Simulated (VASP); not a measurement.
# Co (P6_3/mmc) in VASP: further runs

The runs below take Co through single point, with LDA.

Program: VASP 6.6.1. These are calculated values, not measurements. Logs are shortened: lines on timing, memory, paths and dates and some standing lists are left out, and cuts for length are marked.

### 1 The cell of the first run

It takes space group P6_3/mmc (No. 194, hexagonal). Conventional cell: a = 2.367 Å, b = 2.367 Å, c = 3.813 Å, α = 90.00°, β = 90.00°, γ = 120.00°. Co (site symmetry -6m2) has 12 Co at 2.35 to 2.37 Å within 3.1 Å.

### 2 Single point, LDA (volume scaled by 0.96)

Input file INCAR:

```
PREC = Accurate
ENCUT = 520
EDIFF = 1E-7
ISMEAR = -1
SIGMA = 0.1
LREAL = F
LASPH = T
NELM = 80
ALGO = Normal
ISIF = 2
LWAVE = F
LCHARG = F
NBANDS = 16
```

Input file KPOINTS:

```
regular mesh
0
Gamma
  25 25 13
```

Input file POSCAR:

```
Co
1.0
    2.3671380643      0.0000000000      0.0000000000
   -1.1835690321      2.0500016980      0.0000000000
    0.0000000000      0.0000000000      3.8134429090
Co
2
Direct
    0.3333333333      0.6666666667      0.2500000000
    0.6666666667      0.3333333333      0.7500000000
```

Potentials or basis: VASP PAW LDA potentials, release 64 (Co).

On the command line:

```bash
$ cat potpaw_LDA.64/Co/POTCAR > POTCAR
$ mpirun -np 1 vasp_std > vasp.out
```

OUTCAR:

```text
PREC = Accurate
   ENCUT = 520
   EDIFF = 1E-7
   ISMEAR = -1
   LREAL = F
   LASPH = T
   NELM = 80
   ISIF = 2

 ion  position               nearest neighbor table
   1  0.333  0.667  0.250-   2 2.35   2 2.35   2 2.35   2 2.35   2 2.35   2 2.35
   2  0.667  0.333  0.750-   1 2.35   1 2.35   1 2.35   1 2.35   1 2.35   1 2.35

  LATTYP: Found a hexagonal cell.
 ALAT       =     2.3671380643
 C/A-ratio  =     1.6109930242

  Lattice vectors:

 A1 = (   2.3671380643,   0.0000000000,   0.0000000000)
 A2 = (  -1.1835690321,   2.0500016980,   0.0000000000)
 A3 = (   0.0000000000,   0.0000000000,   3.8134429090)

Analysis of symmetry for initial positions (statically):
=====================================================================
 Subroutine PRICEL returns:
 Original cell was already a primitive cell.

 Routine SETGRP: Setting up the symmetry group for a
 hexagonal supercell.

 Subroutine GETGRP returns: Found 24 space group operations
 (whereof 12 operations were pure point group operations)
 out of a pool of 24 trial point group operations.

The static configuration has the point symmetry D_3d.
 The point group associated with its full space group is D_6h.

Analysis of symmetry for dynamics (positions and initial velocities):
=====================================================================
 Subroutine PRICEL returns:
 Original cell was already a primitive cell.

 Routine SETGRP: Setting up the symmetry group for a
 hexagonal supercell.

 Subroutine GETGRP returns: Found 24 space group operations
 (whereof 12 operations were pure point group operations)
 out of a pool of 24 trial point group operations.

The dynamic configuration has the point symmetry D_3d.
 The point group associated with its full space group is D_6h.

 Subroutine INISYM returns: Found 24 space group operations
 (whereof 12 operations are pure point group operations),
 and found     1 'primitive' translations

----------------------------------------------------------------------------------------

                                     Primitive cell

  volume of cell :      18.5053

  direct lattice vectors                    reciprocal lattice vectors
     2.367138064  0.000000000  0.000000000     0.422451067  0.243902237  0.000000000
    -1.183569032  2.050001698  0.000000000     0.000000000  0.487804474  0.000000000
     0.000000000  0.000000000  3.813442909     0.000000000  0.000000000  0.262230227

  length of vectors
     2.367138064  2.367138064  3.813442909     0.487804474  0.487804474  0.262230227

  position of ions in fractional coordinates (direct lattice)
     0.333333333  0.666666667  0.250000000
     0.666666667  0.333333333  0.750000000

  ion indices of the primitive-cell ions
   primitive index   ion index
                 1           1
                 2           2

----------------------------------------------------------------------------------------

 KPOINTS: regular mesh

Automatic generation of k-mesh.
 Grid dimensions read from file:
 generate k-points for:   25   25   13

 Generating k-lattice:

  Cartesian coordinates                     Fractional coordinates (reciprocal lattice)
     0.016898043  0.009756089  0.000000000     0.040000000  0.000000000  0.000000000
     0.000000000  0.019512179  0.000000000     0.000000000  0.040000000  0.000000000
     0.000000000  0.000000000  0.020171556     0.000000000  0.000000000  0.076923077

  Length of vectors
     0.019512179  0.019512179  0.020171556

  Shift w.r.t. Gamma in fractional coordinates (k-lattice)
     0.000000000  0.000000000  0.000000000

 Subroutine IBZKPT returns following result:
 ===========================================

 Found    455 irreducible k-points:

 Following reciprocal coordinates:
            Coordinates               Weight
  0.000000  0.000000  0.000000      1.000000
  0.040000  0.000000  0.000000      6.000000
  0.080000  0.000000  0.000000      6.000000
  0.120000 -0.000000  0.000000      6.000000
  0.160000  0.000000  0.000000      6.000000
  0.200000  0.000000  0.000000      6.000000
[... 16 lines left out ...]
  0.400000  0.040000  0.000000     12.000000
  0.440000  0.040000  0.000000     12.000000
 [... further k-points ...]
   k-points           NKPTS =    455   k-points in BZ     NKDIM =    455   number of bands    NBANDS=     16
   number of dos      NEDOS =    301   number of ions     NIONS =      2
   total plane-waves  NPLWV =   9072
   dimension x,y,z NGX =    18 NGY =   18 NGZ =   28
   dimension x,y,z NGXF=    36 NGYF=   36 NGZF=   56
   ions per type =               2
   NGX,Y,Z   is equivalent  to a cutoff of  12.64, 12.64, 12.21 a.u.
   NGXF,Y,Z  is equivalent  to a cutoff of  25.28, 25.28, 24.41 a.u.
 SYSTEM =  unknown system
   PREC   = accura    normal or accurate (medium, high low for compatibility)
   ISTART =      0    job   : 0-new  1-cont  2-samecut
   ICHARG =      2    charge: 1-file 2-atom 10-const
   ISPIN  =      1    spin polarized calculation?
   LNONCOLLINEAR =      F non collinear calculations
   LSORBIT =      F    spin-orbit coupling
   LASPH  =      T    aspherical Exc in radial PAW
   ENCUT  =  520.0 eV  38.22 Ry    6.18 a.u.   4.40  4.40  7.09*2*pi/ulx,y,z
   NELM   =     80;   NELMIN=  2; NELMDL= -5     # of ELM steps
   EDIFF  = 0.1E-06   stopping-criterion for ELM
   LREAL  =      F    real-space projection
   EDIFFG = 0.1E-05   stopping-criterion for IOM
   NSW    =      0    number of steps for IOM
   IBRION =     -1    ionic relax: 0-MD 1-quasi-New 2-CG
   NFREE  =      0    steps in history (QN), initial steepest desc. (CG)
   ISIF   =      2    stress and relaxation
   ISYM   =      2    0-nonsym 1-usesym 2-fastsym
   POTIM  = 0.5000    time-step for ionic-motion
   TEBEG  =    0.0;   TEEND  =   0.0 temperature during run
   PSTRESS=    0.0 pullay stress
   NELECT =      18.0000    total number of electrons
   NUPDOWN=      -1.0000    fix difference up-down
   EMIN   =  10.00;   EMAX   =-10.00  energy-range for DOS
   EFERMI =   0.00;   METHOD = LEGACY
   ISMEAR =    -1;   SIGMA  =   0.10  broadening in eV -4-tet -1-fermi 0-gaus
   EFERMI_NEDOS =   21; number of points for ismear=-14 and -15
   IALGO  =     38    algorithm
   IMIX   =      4    mixing-type and parameters
     AMIX     =   0.40;   BMIX     =  1.00
     AMIX_MAG =   1.60;   BMIX_MAG =  1.00
  volume/ion in A,a.u.               =       9.25        62.44
  Fermi-wavevector in a.u.,A,eV,Ry     =   1.622061  3.065252 35.798064  2.631083
  Thomas-Fermi vector in A             =   2.715736
   LORBIT       =      0    0 simple, 1 ext, 2 COOP (PROOUT), +10 PAW based schemes
   GGA     = CA    functional components
   LHFCALC =     F    Hartree Fock is set to
   AEXX    =    0.0000 exact exchange contribution
   IVDW    =     0    specifies the selected vdW correction
   LEPSILON=     F    determine dielectric tensor
   LRPA    =     F    only Hartree local field effects (RPA)
 non-spin polarized calculation
  energy-cutoff  :      520.00
  volume of cell :       18.51
 maximum number of plane-waves:       527
 NGX is ok and might be reduce to    18
   NGX =  9   NGY =  9   NGZ = 15

 number of electron      18.0000013 magnetization

 Free energy of the ion-electron system (eV)
  ---------------------------------------------------
  ext. energy  EPLUGINS =         0.00000000
  ---------------------------------------------------
  free energy    TOTEN  =       -16.13305853 eV

  energy without entropy =      -15.97924029  energy(sigma->0) =      -16.05614941

 E-fermi :  12.4872     XC(G=0): -14.7136

 val. band max:       12.4869072530   @ k =   0.3600   0.0400   0.1538
 cond. band min:      12.4891097987   @ k =   0.2400   0.1600   0.1538
 fundamental gap:      0.0022025457
 Fermi energy:        12.4872496156

 k-point     1 :       0.0000    0.0000    0.0000
  band No.  band energies     occupation
      1       2.6061      2.00000
      2       6.8526      2.00000
      3      10.2144      2.00000
      4      10.2381      2.00000
      5      10.2381      2.00000
      6      10.6777      2.00000
[... 8 lines left out ...]
     15      39.3154      0.00000
     16      39.6386      0.00000

 k-point     2 :       0.0400    0.0000    0.0000
  band No.  band energies     occupation
      1       2.6699      2.00000
      2       6.8951      2.00000
      3      10.0860      2.00000
      4      10.2728      2.00000
      5      10.3542      2.00000
      6      10.6585      2.00000
[... 8 lines left out ...]
     15      38.2783      0.00000
     16      39.0496      0.00000

 k-point     3 :       0.0800    0.0000    0.0000
  band No.  band energies     occupation
      1       2.8598      2.00000
      2       7.0180      2.00000
      3       9.9250      2.00000
      4      10.3758      2.00000
      5      10.4748      2.00000
      6      10.6125      2.00000
[... 8 lines left out ...]
     15      37.1045      0.00000
     16      37.7087      0.00000

 k-point     4 :       0.1200   -0.0000    0.0000
  band No.  band energies     occupation
      1       3.1705      2.00000
      2       7.2073      2.00000
      3       9.7425      2.00000
      4      10.3960      2.00000
      5      10.4810      2.00000
      6      10.5431      2.00000
[... 8 lines left out ...]
     15      36.3886      0.00000
     16      36.4668      0.00000

 k-point     5 :       0.1600    0.0000    0.0000
  band No.  band energies     occupation
      1       3.5925      2.00000
      2       7.4364      2.00000
      3       9.5519      2.00000
      4       9.8752      2.00000
      5      10.3848      2.00000
      6      10.7681      2.00000
[... 8 lines left out ...]
     15      35.1257      0.00000
     16      36.0477      0.00000

 k-point     6 :       0.2000    0.0000    0.0000
  band No.  band energies     occupation
      1       4.1110      2.00000
      2       7.6610      2.00000
      3       9.3806      2.00000
      4       9.3953      2.00000
      5      10.2898      2.00000
      6      10.6721      2.00000
[... 8 lines left out ...]
     15      33.9348      0.00000
     16      35.6289      0.00000

 k-point     7 :       0.2400   -0.0000    0.0000
  band No.  band energies     occupation
      1       4.7033      2.00000
      2       7.8186      2.00000
      3       8.9694      2.00000
      4       9.2675      2.00000
      5      10.2327      2.00000
      6      10.5334      2.00000
[... 8 lines left out ...]
     15      32.8285      0.00000
     16      34.8908      0.00000

 k-point     8 :       0.2800   -0.0000    0.0000
  band No.  band energies     occupation
      1       5.3348      2.00000
      2       7.8590      2.00000
      3       8.6016      2.00000
      4       9.2395      2.00000
      5      10.2448      2.00000
      6      10.4004      2.00000
[... 8 lines left out ...]
     15      31.8213      0.00000
     16      33.3285      0.00000

 k-point     9 :       0.3200    0.0000    0.0000
  band No.  band energies     occupation
      1       5.9546      2.00000
      2       7.7951      2.00000
      3       8.2937      2.00000
      4       9.2881      2.00000
      5      10.2796      2.00000
      6      10.3325      2.00000
[... 8 lines left out ...]
     15      30.9302      0.00000
     16      31.8419      0.00000
[... 172 lines left out ...]
 k-point    19 :       0.2400    0.0400    0.0000
  band No.  band energies     occupation
      1       5.0584      2.00000
      2       7.8830      2.00000
      3       8.7676      2.00000
      4       9.2023      2.00000
      5      10.2346      2.00000
      6      10.4012      2.00000
[... 8 lines left out ...]
     15      31.6286      0.00000
     16      34.1150      0.00000

 k-point    20 :       0.2800    0.0400    0.0000
  band No.  band energies     occupation
      1       5.6904      2.00000
      2       7.8655      2.00000
      3       8.4356      2.00000
      4       9.2130      2.00000
      5      10.2826      2.00000
      6      10.2854      2.00000
[... 8 lines left out ...]
     15      30.7642      0.00000
     16      32.5979      0.00000

 k-point    21 :       0.3200    0.0400    0.0000
  band No.  band energies     occupation
      1       6.2789      2.00000
      2       7.7689      2.00000
      3       8.1626      2.00000
      4       9.2951      2.00000
      5      10.1810      2.00000
      6      10.3992      2.00000
[... 8 lines left out ...]
     15      29.9943      0.00000
     16      31.1563      0.00000

 k-point    22 :       0.3600    0.0400    0.0000
  band No.  band energies     occupation
      1       6.7553      2.00000
      2       7.6489      2.00000
      3       7.9497      2.00000
      4       9.4446      2.00000
      5      10.1000      2.00000
      6      10.4195      2.00000
[... 8 lines left out ...]
     15      29.3436      0.00000
     16      29.8013      0.00000

 k-point    23 :       0.4000    0.0400    0.0000
  band No.  band energies     occupation
      1       7.0772      2.00000
      2       7.5396      2.00000
      3       7.7972      2.00000
      4       9.6421      2.00000
      5      10.0417      2.00000
      6      10.3436      2.00000
[... 8 lines left out ...]
     15      28.5651      0.00000
     16      28.8279      0.00000

 k-point    24 :       0.4400    0.0400    0.0000
  band No.  band energies     occupation
      1       7.2595      2.00000
      2       7.4545      2.00000
      3       7.7056      2.00000
      4       9.8164      2.00000
      5      10.0068      2.00000
      6      10.2954      2.00000
[... 8 lines left out ...]
     15      27.5545      0.00000
     16      28.4491      0.00000

 [... further k-points ...]

------------------------ aborting loop because EDIFF is reached ----------------------------------------

  FORCE on cell =-STRESS in cart. coord.  units (eV):
  Direction    XX          YY          ZZ          XY          YZ          ZX
  --------------------------------------------------------------------------------------
  -------------------------------------------------------------------------------------
  Total        1.4710803      1.4710803      1.4964275      0.0000000     -0.0000000     -0.0000000
  in kB      127.3655326    127.3655326    129.5600797      0.0000000     -0.0000000     -0.0000000
  external PRESSURE =     128.0970483 kB  Pullay stress =       0.0000000 kB

 VOLUME and BASIS-vectors are now :
 -----------------------------------------------------------------------------
  energy-cutoff  :      520.00
  volume of cell :       18.51
      direct lattice vectors                 reciprocal lattice vectors
     2.367138064  0.000000000  0.000000000     0.422451067  0.243902237  0.000000000
    -1.183569032  2.050001698  0.000000000     0.000000000  0.487804474  0.000000000
     0.000000000  0.000000000  3.813442909     0.000000000  0.000000000  0.262230227

 POSITION                                       TOTAL-FORCE (eV/Angst)
 -----------------------------------------------------------------------------------
     -0.00000      1.36667      0.95336        -0.000000      0.000000      0.000000
      1.18357      0.68333      2.86008         0.000000     -0.000000      0.000000
 -----------------------------------------------------------------------------------
    total drift:                                0.000000     -0.000000     -0.000000

  FREE ENERGIE OF THE ION-ELECTRON SYSTEM (eV)
  ---------------------------------------------------
  free  energy   TOTEN  =       -16.1330585264 eV

  energy  without entropy=      -15.9792402894  energy(sigma->0) =      -16.05614941
```

Run time: 78 s. Hardware: 1 thread of AMD EPYC 7R13 (Zen 3), shared host; peak memory 0.19 GiB.

Results:

- Free energy: -16.1331 eV
- Pressure: 12.8 GPa
- Band gap on the k mesh: zero (band 9 reaches 12.94 eV, above the bottom of band 10 at 11.10 eV)

Stress tensor (GPa, compression positive):
```
12.74  0.00  0.00
 0.00 12.74  0.00
 0.00  0.00 12.96
```

Caveat: the run has no spin polarisation, though such a crystal can be magnetic. Spin polarisation is off, so any magnetic state and its effect on volume and gap are missing.

(Continued in part 2 of 2.)
